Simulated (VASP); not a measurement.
# TeW (P6_3/mmc) in VASP: further runs, part 2 of 2

VASP 6.6.1. Earlier steps stand in the parts before.

**3. Single point, r2SCAN**

This run uses another cell than the first one, of 21.86 Å³/atom.

The input, POSCAR:

```
TeW
1.0
    4.4126377369      0.0000000000      0.0000000000
   -2.2063188684      3.8214563779      0.0000000000
    0.0000000000      0.0000000000      5.1865657467
W Te
2 2
Direct
    0.0000000000      0.0000000000      0.0000000000
    0.0000000000      0.0000000000      0.5000000000
    0.3333333333      0.6666666667      0.2500000000
    0.6666666667      0.3333333333      0.7500000000
```

The input, INCAR.step1:

```
PREC = Accurate
ENCUT = 520
ISMEAR = 0
SIGMA = 0.1
LREAL = False
LASPH = True
NELM = 60
NBANDS = 28
GGA = PE
ALGO = Normal
EDIFF = 1E-4
LWAVE = True
LCHARG = False
```

The input, INCAR.step2:

```
PREC = Accurate
ENCUT = 520
EDIFF = 1E-6
ISMEAR = 0
SIGMA = 0.1
LREAL = False
LASPH = True
NELM = 60
ALGO = Normal
ISIF = 2
LWAVE = False
LCHARG = False
METAGGA = R2SCAN
LMIXTAU = True
NBANDS = 28
ISTART = 1
```

The input, KPOINTS:

```
Automatic mesh
0
Gamma
  12 12 8
```

Potentials or basis: VASP PAW PBE potentials, release 64 (W_sv, Te).

The run is started by

```sh
> cat potpaw_PBE.64/W_sv/POTCAR potpaw_PBE.64/Te/POTCAR > POTCAR
> cp INCAR.step1 INCAR
> mpirun -np 1 vasp_std > vasp.out
> cp INCAR.step2 INCAR
> mpirun -np 1 vasp_std > vasp.out
```

OUTCAR:

```text
PREC = Accurate
   ENCUT = 520
   EDIFF = 1E-6
   ISMEAR = 0
   LREAL = False
   LASPH = True
   NELM = 60
   ISIF = 2
   METAGGA = R2SCAN
   ISTART = 1

 ion  position               nearest neighbor table
   1  0.000  0.000  0.000-   2 2.59   2 2.59   4 2.86   3 2.86   4 2.86   3 2.86   4 2.86   3 2.86

   2  0.000  0.000  0.500-   1 2.59   1 2.59   4 2.86   3 2.86   4 2.86   3 2.86   4 2.86   3 2.86

   3  0.333  0.667  0.250-   1 2.86   2 2.86   1 2.86   2 2.86   1 2.86   2 2.86   4 3.64   4 3.64
                             4 3.64   4 3.64   4 3.64   4 3.64
   4  0.667  0.333  0.750-   1 2.86   2 2.86   1 2.86   2 2.86   1 2.86   2 2.86   3 3.64   3 3.64
                             3 3.64   3 3.64   3 3.64   3 3.64

  LATTYP: Found a hexagonal cell.
 ALAT       =     4.4126377369
 C/A-ratio  =     1.1753889750

  Lattice vectors:

 A1 = (   4.4126377369,   0.0000000000,   0.0000000000)
 A2 = (  -2.2063188684,   3.8214563779,   0.0000000000)
 A3 = (   0.0000000000,   0.0000000000,   5.1865657467)
[... 178 lines left out ...]
  free energy    TOTEN  =      -150.87432290 eV

  energy without entropy =     -150.85379038  energy(sigma->0) =     -150.86405664

 E-fermi :   9.7311     XC(G=0): -12.1048

 val. band max:        9.7306091023   @ k =   0.5000   0.0000   0.0000
 cond. band min:       9.7331295729   @ k =   0.3333   0.1667   0.0000
 fundamental gap:      0.0025204706
 Fermi energy:         9.7311290951

 k-point     1 :       0.0000    0.0000    0.0000
  band No.  band energies     occupation
      1     -66.3135      2.00000
      2     -66.1839      2.00000
      3     -30.6896      2.00000
      4     -29.9613      2.00000
      5     -29.9613      2.00000
      6     -29.7768      2.00000
[... 733 lines left out ...]
     27      13.8331      0.00000
     28      15.4969      0.00000

 [... further k-points ...]

------------------------ aborting loop because EDIFF is reached ----------------------------------------

  FORCE on cell =-STRESS in cart. coord.  units (eV):
  Direction    XX          YY          ZZ          XY          YZ          ZX
  --------------------------------------------------------------------------------------
  -------------------------------------------------------------------------------------
  Total       -0.9442645     -0.9442645     -1.0951821     -0.0000000     -0.0000000      0.0000000
  in kB      -17.2980519    -17.2980519    -20.0627223     -0.0000000     -0.0000000      0.0000000
  external PRESSURE =     -18.2196087 kB  Pullay stress =       0.0000000 kB

 VOLUME and BASIS-vectors are now :
 -----------------------------------------------------------------------------
  energy-cutoff  :      520.00
  volume of cell :       87.46
      direct lattice vectors                 reciprocal lattice vectors
     4.412637737  0.000000000  0.000000000     0.226621821  0.130840169  0.000000000
    -2.206318868  3.821456378  0.000000000     0.000000000  0.261680339  0.000000000
     0.000000000  0.000000000  5.186565747     0.000000000  0.000000000  0.192805808

 POSITION                                       TOTAL-FORCE (eV/Angst)
 -----------------------------------------------------------------------------------
      0.00000      0.00000      0.00000         0.000000      0.000000      0.000000
      0.00000      0.00000      2.59328         0.000000      0.000000      0.000000
     -0.00000      2.54764      1.29664         0.000000      0.000000      0.000000
      2.20632      1.27382      3.88992        -0.000000     -0.000000     -0.000000
 -----------------------------------------------------------------------------------
    total drift:                               -0.000000      0.000000     -0.000000

  FREE ENERGIE OF THE ION-ELECTRON SYSTEM (eV)
  ---------------------------------------------------
  free  energy   TOTEN  =      -150.8743228993 eV

  energy  without entropy=     -150.8537903830  energy(sigma->0) =     -150.86405664
```

OUTCAR.step1:

```text
PREC = Accurate
   ENCUT = 520
   ISMEAR = 0
   LREAL = False
   LASPH = True
[... 979 lines left out ...]
      0.00000      0.00000      0.00000        -0.000000      0.000000      0.000000
      0.00000      0.00000      2.59328        -0.000000      0.000000      0.000000
     -0.00000      2.54764      1.29664        -0.000000      0.000000     -0.000000
      2.20632      1.27382      3.88992         0.000000      0.000000     -0.000000
 -----------------------------------------------------------------------------------
    total drift:                               -0.000000     -0.000000     -0.000000

  FREE ENERGIE OF THE ION-ELECTRON SYSTEM (eV)
  ---------------------------------------------------
  free  energy   TOTEN  =       -29.5788669515 eV

  energy  without entropy=      -29.5573751563  energy(sigma->0) =      -29.56812105
```

OSZICAR.step1:

```text
N       E                     dE             d eps       ncg     rms          rms(c)
DAV:   1     0.369188482648E+03    0.36919E+03   -0.20452E+04  5696   0.142E+03
DAV:   2    -0.121947949289E+02   -0.38138E+03   -0.37256E+03  6096   0.403E+02
DAV:   3    -0.298120208684E+02   -0.17617E+02   -0.17172E+02  6672   0.805E+01
DAV:   4    -0.301783722884E+02   -0.36635E+00   -0.36423E+00  6260   0.117E+01
DAV:   5    -0.301854682163E+02   -0.70959E-02   -0.70949E-02  6248   0.179E+00    0.232E+01
DAV:   6    -0.296999637981E+02    0.48550E+00   -0.93820E-01  6028   0.676E+00    0.106E+01
DAV:   7    -0.295813694128E+02    0.11859E+00   -0.24091E-01  5824   0.301E+00    0.206E+00
DAV:   8    -0.295789535556E+02    0.24159E-02   -0.25500E-02  6080   0.921E-01    0.439E-01
DAV:   9    -0.295786459099E+02    0.30765E-03   -0.18899E-03  6332   0.283E-01    0.230E-01
DAV:  10    -0.295788433145E+02   -0.19740E-03   -0.53389E-04  5744   0.160E-01    0.596E-02
DAV:  11    -0.295788669515E+02   -0.23637E-04   -0.52216E-05  3128   0.465E-02
   1 F= -.29578867E+02 E0= -.29568121E+02  d E =-.214918E-01
```

Run time: 18 min. Hardware: 1 thread of Oxide Virtual Turin-like, shared host; peak memory 0.33 GiB.

Results:

| Item | Value |
| --- | --- |
| Free energy | -150.8743 eV |
| Pressure | -1.8 GPa |
| Band gap on the k mesh | zero (bands 20 and 21 overlap by 1.28 eV) |

Levels at points of the mesh, in eV from the Fermi level:
```csv
k point,band 18,band 19,band 20,band 21,band 22,band 23
"(0.00, 0.00, 0.00)",-2.19,-0.77,-0.77,-0.12,1.57,2.99
"(0.50, 0.00, 0.00)",-2.25,-1.39,0.00,0.30,0.98,2.55
"(0.00, 0.00, 0.50)",-1.40,-1.40,-1.40,-1.03,-1.03,3.36
"(0.50, 0.00, 0.50)",-0.96,-0.65,-0.65,-0.47,-0.47,1.60
```

Caveat: the PAW data sets were made with another functional, which shifts forces and pressure a little; spin-orbit coupling is left out, which moves the levels of the heavy elements.
